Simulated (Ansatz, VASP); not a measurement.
**One calculation of V, two programs**

The input INCAR:

```
PREC = Accurate
ENCUT = 520
EDIFF = 1E-7
ISMEAR = -1
SIGMA = 0.05
LREAL = F
LASPH = T
NELM = 100
ALGO = Normal
ISIF = 2
LWAVE = F
LCHARG = F
GGA = PE
NBANDS = 20
```

Contents of KPOINTS:

```
Automatic mesh
0
Gamma
  11 11 11
```

File POSCAR:

```
V
1.0
    2.9970992482      0.0000000000      0.0000000000
    0.0000000000      2.9970992482      0.0000000000
    0.0000000000      0.0000000000      2.9970992482
V
2
Direct
    0.0000000000      0.0000000000      0.0000000000
    0.5000000000      0.5000000000      0.5000000000
```

Input for Ansatz:

```yaml
crystal:
  lattice:
    - [2.9970992482, 0.0, 0.0]
    - [0.0, 2.9970992482, 0.0]
    - [0.0, 0.0, 2.9970992482]
  atoms:
    - { symbol: V, position: [0.0, 0.0, 0.0] }
    - { symbol: V, position: [0.5, 0.5, 0.5] }
kpoints:
  mp_grid: { grid: [11, 11, 11] }
scf:
  occupations: { method: fermi_dirac, width: 0.05 }
hamiltonian:
  xc: pbe
  pseudopotentials: { kind: all_electron, lapw: { basis_error: 0.001 } }
output:
  forces: true
  stress: true
  eigenvalues: true
```

Alike in both runs: task single point; functional PBE; k mesh 11 × 11 × 11; occupations fermi-dirac, width 0.05 eV; no spin polarisation.

|  | VASP | Ansatz |
| --- | --- | --- |
| version | VASP 6.6.1 | Ansatz 0.2.0 |
| potentials or method | VASP PAW PBE potentials, release 64 (V_sv), cutoff 520 eV | all-electron LAPW, scalar-relativistic |

```tsv
	VASP	Ansatz	Ansatz less VASP
pressure (GPa)	0.4	0.1	-0.30
```

Ansatz ran all-electron here, and VASP with PAW potentials.
